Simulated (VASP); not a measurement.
# BiTe (Fm-3m) in VASP: settings compared

BiTe is run at these levels: PBE+D4, PBE, LDA, PBEsol; tasks: density of states, vibrations by perturbation theory, elastic constants.

All numbers are computed with VASP 6.6.1; they aren't measurements. Logs are shortened: lines on timing, memory, paths and dates and some standing lists are left out, and cuts for length are marked.

## (1) The cell of the first run

It takes space group Fm-3m (No. 225, cubic). Conventional cell: a = 6.555 Å, b = 6.555 Å, c = 6.555 Å, α = 90.00°, β = 90.00°, γ = 90.00°. Within 4.3 Å of Bi (site symmetry m-3m) lie 6 Te at 3.28 Å. Te (site symmetry m-3m) has 6 Bi at 3.28 Å within 4.3 Å.

## (2) Density of states, PBE+D4 (volume scaled by 1.04)

The input, POSCAR:

```
BiTe
1.0
    6.5551413400      0.0000000000      0.0000000000
    0.0000000000      6.5551413400      0.0000000000
    0.0000000000      0.0000000000      6.5551413400
Bi Te
4 4
Direct
    0.0000000000      0.0000000000      0.0000000000
    0.0000000000      0.5000000000      0.5000000000
    0.5000000000      0.0000000000      0.5000000000
    0.5000000000      0.5000000000      0.0000000000
    0.5000000000      0.0000000000      0.0000000000
    0.0000000000      0.5000000000      0.0000000000
    0.0000000000      0.0000000000      0.5000000000
    0.5000000000      0.5000000000      0.5000000000
```

The input, INCAR.step1:

```
SYSTEM = BiTe
  PREC = Accurate
  ENCUT = 520
  EDIFF = 1E-6
  ISMEAR = 0
  SIGMA = 0.05
  LREAL = .False.
  LASPH = .True.
  NELM = 60
  ALGO = Normal
  ISIF = 2
  LWAVE = .False.
  LCHARG = .True.
  GGA = PE
  IVDW = 13
  NBANDS = 52
```

The input, KPOINTS.step1:

```
Automatic mesh
0
Gamma
  4 4 4
  0 0 0
```

The input, INCAR.step2:

```
SYSTEM = BiTe
  PREC = Accurate
  ENCUT = 520
  EDIFF = 1E-6
  ISMEAR = -5
  SIGMA = 0.05
  LREAL = .False.
  LASPH = .True.
  NELM = 60
  ALGO = Normal
  ISIF = 2
  LWAVE = .False.
  LCHARG = .False.
  GGA = PE
  IVDW = 13
  LORBIT = 11
  NBANDS = 52
  NEDOS = 1001
  ICHARG = 11
```

The input, KPOINTS.step2:

```
Automatic mesh
0
Gamma
  6 6 6
  0 0 0
```

Potentials or basis: VASP PAW PBE potentials, release 64 (Bi_d, Te).

Command:

```console
> cat potpaw_PBE.64/Bi_d/POTCAR potpaw_PBE.64/Te/POTCAR > POTCAR
> cp INCAR.step1 INCAR
> cp KPOINTS.step1 KPOINTS
> mpirun -np 1 vasp_std > vasp.out
> cp INCAR.step2 INCAR
> cp KPOINTS.step2 KPOINTS
> mpirun -np 1 vasp_std > vasp.out
```

OUTCAR:

```text
SYSTEM = BiTe
   PREC = Accurate
   ENCUT = 520
   EDIFF = 1E-6
   ISMEAR = -5
   LREAL = .False.
   LASPH = .True.
   NELM = 60
   ISIF = 2
   GGA = PE
   IVDW = 13
   LORBIT = 11
   ICHARG = 11

 ion  position               nearest neighbor table
   1  0.000  0.000  0.000-   5 3.28   6 3.28   7 3.28   7 3.28   6 3.28   5 3.28
   2  0.000  0.500  0.500-   6 3.28   7 3.28   8 3.28   6 3.28   7 3.28   8 3.28
   3  0.500  0.000  0.500-   5 3.28   7 3.28   8 3.28   5 3.28   8 3.28   7 3.28
   4  0.500  0.500  0.000-   5 3.28   6 3.28   8 3.28   8 3.28   5 3.28   6 3.28
   5  0.500  0.000  0.000-   1 3.28   3 3.28   4 3.28   3 3.28   4 3.28   1 3.28
   6  0.000  0.500  0.000-   1 3.28   2 3.28   4 3.28   2 3.28   1 3.28   4 3.28
   7  0.000  0.000  0.500-   1 3.28   2 3.28   3 3.28   1 3.28   2 3.28   3 3.28
   8  0.500  0.500  0.500-   2 3.28   3 3.28   4 3.28   4 3.28   3 3.28   2 3.28

  LATTYP: Found a simple cubic cell.
 ALAT       =     6.5551413400

  Lattice vectors:

 A1 = (   6.5551413400,   0.0000000000,   0.0000000000)
 A2 = (   0.0000000000,   6.5551413400,   0.0000000000)
 A3 = (   0.0000000000,   0.0000000000,   6.5551413400)

Analysis of symmetry for initial positions (statically):
=====================================================================
 Subroutine PRICEL returns following result:

  LATTYP: Found a face centered cubic cell.
 ALAT       =     6.5551413400

  Lattice vectors:

 A1 = (   3.2775706700,  -3.2775706700,   0.0000000000)
 A2 = (   3.2775706700,   0.0000000000,   3.2775706700)
 A3 = (   0.0000000000,  -3.2775706700,   3.2775706700)

   4 primitive cells build up your supercell.

 Routine SETGRP: Setting up the symmetry group for a
 simple cubic supercell.

 Subroutine GETGRP returns: Found 48 space group operations
 (whereof 48 operations were pure point group operations)
 out of a pool of 48 trial point group operations.

The static configuration has the point symmetry O_h .

Analysis of symmetry for dynamics (positions and initial velocities):
=====================================================================
 Subroutine PRICEL returns following result:

  LATTYP: Found a face centered cubic cell.
 ALAT       =     6.5551413400

  Lattice vectors:

 A1 = (   3.2775706700,  -3.2775706700,   0.0000000000)
 A2 = (   3.2775706700,   0.0000000000,   3.2775706700)
 A3 = (   0.0000000000,  -3.2775706700,   3.2775706700)

   4 primitive cells build up your supercell.

 Routine SETGRP: Setting up the symmetry group for a
 simple cubic supercell.

 Subroutine GETGRP returns: Found 48 space group operations
 (whereof 48 operations were pure point group operations)
 out of a pool of 48 trial point group operations.

The dynamic configuration has the point symmetry O_h .

 Subroutine INISYM returns: Found 48 space group operations
 (whereof 48 operations are pure point group operations),
 and found     4 'primitive' translations

----------------------------------------------------------------------------------------

                                     Primitive cell

  volume of cell :      70.4184

  direct lattice vectors                    reciprocal lattice vectors
     3.277570670 -3.277570670  0.000000000     0.152552012 -0.152552012 -0.152552012
     3.277570670  0.000000000  3.277570670     0.152552012  0.152552012  0.152552012
     0.000000000 -3.277570670  3.277570670    -0.152552012 -0.152552012  0.152552012

  length of vectors
     4.635184893  4.635184893  4.635184893     0.264227835  0.264227835  0.264227835

  position of ions in fractional coordinates (direct lattice)
     0.000000000  0.000000000  0.000000000
     0.500000000  0.500000000  0.500000000

  ion indices of the primitive-cell ions
   primitive index   ion index
                 1           1
                 2           5

----------------------------------------------------------------------------------------

 KPOINTS: Automatic mesh

Automatic generation of k-mesh.
 Grid dimensions read from file:
 generate k-points for:    6    6    6

 Generating k-lattice:

  Cartesian coordinates                     Fractional coordinates (reciprocal lattice)
     0.025425335  0.000000000  0.000000000     0.166666667  0.000000000  0.000000000
     0.000000000  0.025425335  0.000000000     0.000000000  0.166666667  0.000000000
     0.000000000  0.000000000  0.025425335     0.000000000  0.000000000  0.166666667

  Length of vectors
     0.025425335  0.025425335  0.025425335

  Shift w.r.t. Gamma in fractional coordinates (k-lattice)
     0.000000000  0.000000000  0.000000000

 TETIRR: Found    104 inequivalent tetrahedra from     1296

 Subroutine IBZKPT returns following result:
 ===========================================

 Found     20 irreducible k-points:

 Following reciprocal coordinates:
            Coordinates               Weight
  0.000000  0.000000  0.000000      1.000000
  0.166667  0.000000  0.000000      6.000000
  0.333333  0.000000  0.000000      6.000000
  0.500000  0.000000  0.000000      3.000000
  0.166667  0.166667  0.000000     12.000000
  0.333333  0.166667  0.000000     24.000000
[... 12 lines left out ...]
  0.500000  0.500000  0.333333      6.000000
  0.500000  0.500000  0.500000      1.000000
   k-points           NKPTS =     20   k-points in BZ     NKDIM =     20   number of bands    NBANDS=     52
   number of dos      NEDOS =   1001   number of ions     NIONS =      8
   total plane-waves  NPLWV = 125000
   dimension x,y,z NGX =    50 NGY =   50 NGZ =   50
   dimension x,y,z NGXF=   100 NGYF=  100 NGZF=  100
   ions per type =               4   4
   NGX,Y,Z   is equivalent  to a cutoff of  12.68, 12.68, 12.68 a.u.
   NGXF,Y,Z  is equivalent  to a cutoff of  25.36, 25.36, 25.36 a.u.
 SYSTEM =  BiTe
   PREC   = accura    normal or accurate (medium, high low for compatibility)
   ISTART =      0    job   : 0-new  1-cont  2-samecut
   ICHARG =     11    charge: 1-file 2-atom 10-const
   ISPIN  =      1    spin polarized calculation?
   LNONCOLLINEAR =      F non collinear calculations
   LSORBIT =      F    spin-orbit coupling
   LASPH  =      T    aspherical Exc in radial PAW
   ENCUT  =  520.0 eV  38.22 Ry    6.18 a.u.  12.19 12.19 12.19*2*pi/ulx,y,z
   NELM   =     60;   NELMIN=  2; NELMDL=  0     # of ELM steps
   EDIFF  = 0.1E-05   stopping-criterion for ELM
   LREAL  =      F    real-space projection
   EDIFFG = 0.1E-04   stopping-criterion for IOM
   NSW    =      0    number of steps for IOM
   IBRION =     -1    ionic relax: 0-MD 1-quasi-New 2-CG
   NFREE  =      0    steps in history (QN), initial steepest desc. (CG)
   ISIF   =      2    stress and relaxation
   ISYM   =      2    0-nonsym 1-usesym 2-fastsym
   POTIM  = 0.5000    time-step for ionic-motion
   TEBEG  =    0.0;   TEEND  =   0.0 temperature during run
   PSTRESS=    0.0 pullay stress
   NELECT =      84.0000    total number of electrons
   NUPDOWN=      -1.0000    fix difference up-down
   EMIN   =  10.00;   EMAX   =-10.00  energy-range for DOS
   EFERMI =   0.00;   METHOD = LEGACY
   ISMEAR =    -5;   SIGMA  =   0.05  broadening in eV -4-tet -1-fermi 0-gaus
   EFERMI_NEDOS =   21; number of points for ismear=-14 and -15
   IALGO  =     38    algorithm
   IMIX   =      4    mixing-type and parameters
     AMIX     =   0.40;   BMIX     =  1.00
     AMIX_MAG =   1.60;   BMIX_MAG =  1.00
  volume/ion in A,a.u.               =      35.21       237.60
  Fermi-wavevector in a.u.,A,eV,Ry     =   1.093753  2.066893 16.276586  1.196295
  Thomas-Fermi vector in A             =   2.230044
   LORBIT       =     11    0 simple, 1 ext, 2 COOP (PROOUT), +10 PAW based schemes
   GGA     = PE    functional components
   LHFCALC =     F    Hartree Fock is set to
   AEXX    =    0.0000 exact exchange contribution
   IVDW    =    13    specifies the selected vdW correction
   LEPSILON=     F    determine dielectric tensor
   LRPA    =     F    only Hartree local field effects (RPA)
 non-spin polarized calculation
 Fermi weights with tetrahedron method with Bloechl corrections
  energy-cutoff  :      520.00
  volume of cell :      281.67
 maximum number of plane-waves:      7660
 NGX is ok and might be reduce to    50

 number of electron      83.9999985 magnetization

 Free energy of the ion-electron system (eV)
  ---------------------------------------------------
  ext. energy  EPLUGINS =         0.00000000
  ---------------------------------------------------
  free energy    TOTEN  =       -28.71770927 eV

  energy without entropy =      -28.71770927  energy(sigma->0) =      -28.71770927

 E-fermi :   6.2909     XC(G=0):  -9.2545

 val. band max:        6.2551999326   @ k =   0.3333   0.3333   0.3333
 cond. band min:       5.6240761538   @ k =   0.5000   0.5000   0.5000
 fundamental gap:     -0.6311237788
 Fermi energy:         6.2909066655

 k-point     1 :       0.0000    0.0000    0.0000
  band No.  band energies     occupation
      1     -16.9524      2.00000
      2     -16.9524      2.00000
      3     -16.9524      2.00000
      4     -16.9418      2.00000
      5     -16.9418      2.00000
      6     -16.9418      2.00000
[... 44 lines left out ...]
     51       9.5956      0.00000
     52       9.5957      0.00000

 k-point     2 :       0.1667    0.0000    0.0000
  band No.  band energies     occupation
      1     -16.9517      2.00000
      2     -16.9517      2.00000
      3     -16.9516      2.00000
      4     -16.9419      2.00000
      5     -16.9416      2.00000
      6     -16.9411      2.00000
[... 44 lines left out ...]
     51       9.7215      0.00000
     52       9.7331      0.00000

 k-point     3 :       0.3333    0.0000    0.0000
  band No.  band energies     occupation
      1     -16.9499      2.00000
      2     -16.9499      2.00000
      3     -16.9494      2.00000
      4     -16.9438      2.00000
      5     -16.9411      2.00000
      6     -16.9403      2.00000
[... 44 lines left out ...]
     51       9.4611      0.00000
     52       9.8878      0.00000
[... 826 lines left out ...]
 k-point    19 :       0.5000    0.5000    0.3333
  band No.  band energies     occupation
      1     -16.9450      2.00000
      2     -16.9450      2.00000
      3     -16.9450      2.00000
      4     -16.9450      2.00000
      5     -16.9446      2.00000
      6     -16.9446      2.00000
[... 44 lines left out ...]
     51       6.7913      0.01964
     52       6.7913      0.01964

 k-point    20 :       0.5000    0.5000    0.5000
  band No.  band energies     occupation
      1     -16.9450      2.00000
      2     -16.9450      2.00000
      3     -16.9450      2.00000
      4     -16.9450      2.00000
      5     -16.9450      2.00000
      6     -16.9450      2.00000
[... 44 lines left out ...]
     51       5.6241      0.94110
     52       5.6241      0.94110

------------------------ aborting loop because EDIFF is reached ----------------------------------------

  DFT-D4 for vdW energy calculation

  Edisp (eV):   -3.80387

  FORCE on cell =-STRESS in cart. coord.  units (eV):
  Direction    XX          YY          ZZ          XY          YZ          ZX
  --------------------------------------------------------------------------------------
  -------------------------------------------------------------------------------------
  Total      -6.57673    -6.57673    -6.57673     0.00000     0.00000    -0.00000
  in kB     -37.40885   -37.40885   -37.40885     0.00000     0.00000    -0.00000
  external pressure =      -37.41 kB  Pullay stress =        0.00 kB

 VOLUME and BASIS-vectors are now :
 -----------------------------------------------------------------------------
  energy-cutoff  :      520.00
  volume of cell :      281.67
      direct lattice vectors                 reciprocal lattice vectors
     6.555141340  0.000000000  0.000000000     0.152552012  0.000000000  0.000000000
     0.000000000  6.555141340  0.000000000     0.000000000  0.152552012  0.000000000
     0.000000000  0.000000000  6.555141340     0.000000000  0.000000000  0.152552012

 POSITION                                       TOTAL-FORCE (eV/Angst)
 -----------------------------------------------------------------------------------
      0.00000      0.00000      0.00000        -0.000000      0.000000     -0.000000
      0.00000      3.27757      3.27757         0.000000      0.000000     -0.000000
      3.27757      0.00000      3.27757         0.000000      0.000000     -0.000000
      3.27757      3.27757      0.00000         0.000000     -0.000000      0.000000
      3.27757      0.00000      0.00000        -0.000000     -0.000000      0.000000
      0.00000      3.27757      0.00000         0.000000      0.000000     -0.000000
      0.00000      0.00000      3.27757        -0.000000     -0.000000     -0.000000
      3.27757      3.27757      3.27757        -0.000000     -0.000000      0.000000
 -----------------------------------------------------------------------------------
    total drift:                                0.000000     -0.000000      0.000000

  FREE ENERGIE OF THE ION-ELECTRON SYSTEM (eV)
  ---------------------------------------------------
  free  energy   TOTEN  =       -32.5215788293 eV

  energy  without entropy=      -32.5215788293  energy(sigma->0) =      -32.52157883

 total charge

# of ion       s       p       d       tot
------------------------------------------
    1        1.571   1.183   9.919  12.673
    2        1.571   1.183   9.919  12.673
    3        1.571   1.183   9.919  12.673
    4        1.571   1.183   9.919  12.673
    5        1.417   1.858   0.032   3.307
    6        1.417   1.858   0.032   3.307
    7        1.417   1.858   0.032   3.307
    8        1.417   1.858   0.032   3.307
--------------------------------------------------
tot         11.952  12.163  39.805  63.920
```

It took 5.7 min on 1 thread of Intel Xeon Platinum 8259CL at 2.50GHz (Skylake/Cascade Lake), shared host; peak memory 0.45 GiB.

Results:

```yaml
Valence_electrons_inside_the_program's_atomic_spheres: Bi 12.67; Te 3.31
Dispersion_energy_per_atom: -0.475 eV
```

Levels at points of the mesh, in eV from the Fermi level:
```csv
k point,band 38,band 39,band 40,band 41,band 42,band 43,band 44,band 45,band 46,band 47
"(0.00, 0.00, 0.00)",-2.55,-2.55,-2.55,1.97,1.97,1.97,2.29,2.29,2.29,3.30
"(0.50, 0.00, 0.00)",-2.74,-1.65,-1.65,-0.35,-0.35,0.63,0.63,2.50,2.50,2.50
"(0.50, 0.50, 0.00)",-2.13,-2.13,-2.13,-0.18,-0.18,-0.18,-0.18,-0.15,-0.15,-0.15
"(0.50, 0.50, 0.50)",-1.71,-1.71,-1.71,-0.90,-0.90,-0.90,-0.90,-0.67,-0.67,-0.67
```

Caveat: the bands computed are all filled at some k points, so no gap is given; spin-orbit coupling is left out, which moves the levels of the heavy elements.

## (3) Vibrations by perturbation theory, PBE

This run uses another cell than the first one: it holds 2 atoms, not 8.

The input, INCAR:

```
PREC = Accurate
ENCUT = 520
EDIFF = 1E-8
ISMEAR = -1
SIGMA = 0.05
LREAL = F
LASPH = T
NELM = 60
ALGO = Normal
ISIF = 2
LWAVE = F
LCHARG = T
GGA = PE
NBANDS = 18
IBRION = 8
NSW = 1
```

The input, KPOINTS:

```
regular mesh
0
Gamma
  5 5 5
```

The input, POSCAR:

```
BiTe
1.0
    0.0000000000      3.2350000000      3.2350000000
    3.2350000000      0.0000000000      3.2350000000
    3.2350000000      3.2350000000      0.0000000000
Bi Te
1 1
Direct
    0.0000000000      0.0000000000      0.0000000000
    0.5000000000      0.5000000000      0.5000000000
```

Potentials or basis: VASP PAW PBE potentials, release 64 (Bi_d, Te).

Command:

```console
> cat potpaw_PBE.64/Bi_d/POTCAR potpaw_PBE.64/Te/POTCAR > POTCAR
> mpirun -np 1 vasp_std > vasp.out
```

OUTCAR:

```text
PREC = Accurate
   ENCUT = 520
   EDIFF = 1E-8
   ISMEAR = -1
   LREAL = F
   LASPH = T
   NELM = 60
   ISIF = 2
   GGA = PE
   IBRION = 8
   NSW = 1

 ion  position               nearest neighbor table
   1  0.000  0.000  0.000-   2 3.23   2 3.23   2 3.23   2 3.23   2 3.23   2 3.23
   2  0.500  0.500  0.500-   1 3.23   1 3.23   1 3.23   1 3.23   1 3.23   1 3.23

  LATTYP: Found a face centered cubic cell.
 ALAT       =     6.4700000000

  Lattice vectors:

 A1 = (   0.0000000000,   3.2350000000,   3.2350000000)
 A2 = (   3.2350000000,   0.0000000000,   3.2350000000)
 A3 = (   3.2350000000,   3.2350000000,   0.0000000000)

Analysis of symmetry for initial positions (statically):
=====================================================================
 Subroutine PRICEL returns:
 Original cell was already a primitive cell.

 Routine SETGRP: Setting up the symmetry group for a
 face centered cubic supercell.

 Subroutine GETGRP returns: Found 48 space group operations
[... 421 lines left out ...]
 -----------------------------------------------------------------------------
     0.02148 -0.00000  0.00000
    -0.00000 -0.00516 -0.00000
     0.00000 -0.00000 -0.00516

 INTERNAL STRAIN TENSOR FOR ION    2 for displacements in x,y,z  (eV/Angst):
          X           Y           Z          XY          YZ          ZX
  --------------------------------------------------------------------------------
  x     0.00000     0.00000     0.00000     0.00000     0.00000     0.00000
  y     0.00000     0.00000     0.00000     0.00000     0.00000     0.00000
  z     0.00000     0.00000     0.00000     0.00000     0.00000     0.00000

 SECOND DERIVATIVES (NOT SYMMETRIZED)
 ------------------------------------
               1X          1Y          1Z          2X          2Y          2Z
  1X    -3.417516    0.000000    0.000000    3.417516    0.000000    0.000000
  1Y     0.000000   -3.417516    0.000000    0.000000    3.417516    0.000000
  1Z     0.000000    0.000000   -3.417516    0.000000    0.000000    3.417516
  2X     3.415483    0.000000    0.000000   -3.415483    0.000000    0.000000
  2Y     0.000000    3.415483    0.000000    0.000000   -3.415483    0.000000
  2Z     0.000000    0.000000    3.415483    0.000000    0.000000   -3.415483

 Eigenvectors and eigenvalues of the dynamical matrix
 ----------------------------------------------------

   1 f  =    3.246327 THz    20.397272 2PiTHz  108.285801 cm-1    13.425722 meV
             X         Y         Z           dx          dy          dz
      0.000000  0.000000  0.000000     0.000000    0.615831    0.000000
      3.235000  3.235000  3.235000     0.000000   -0.787878    0.000000
[... 21 lines left out ...]
   6 f/i=    0.000469 THz     0.002945 2PiTHz    0.015633 cm-1     0.001938 meV
             X         Y         Z           dx          dy          dz
      0.000000  0.000000  0.000000     0.000000    0.000000    0.787878
      3.235000  3.235000  3.235000     0.000000    0.000000    0.615831

--------------------------------------------------------------------------------------------------------

 ELASTIC MODULI CONTR FROM IONIC RELAXATION (kBar)
 Direction    XX          YY          ZZ          XY          YZ          ZX
 --------------------------------------------------------------------------------
 XX           0.0000      0.0000      0.0000      0.0000      0.0000      0.0000
 YY           0.0000      0.0000      0.0000      0.0000      0.0000      0.0000
 ZZ           0.0000      0.0000      0.0000      0.0000      0.0000      0.0000
 XY           0.0000      0.0000      0.0000      0.0000      0.0000      0.0000
 YZ           0.0000      0.0000      0.0000      0.0000      0.0000      0.0000
 ZX           0.0000      0.0000      0.0000      0.0000      0.0000      0.0000
 --------------------------------------------------------------------------------
```

It took 64 s on 1 thread of Intel Xeon 6975P-C (Granite Rapids), shared host; peak memory 0.26 GiB.

Results:

```
Highest phonon frequency at Γ, LO-TO splitting left out : 108 cm⁻¹
```

Phonon frequencies in cm⁻¹ (negative: imaginary):
| q point | frequencies |
| --- | --- |
| (0.000, 0.000, 0.000) | 0 0 0 108 108 108 |

Caveat: spin-orbit coupling is left out, which moves the levels of the heavy elements.

[end of part 1 of 2]
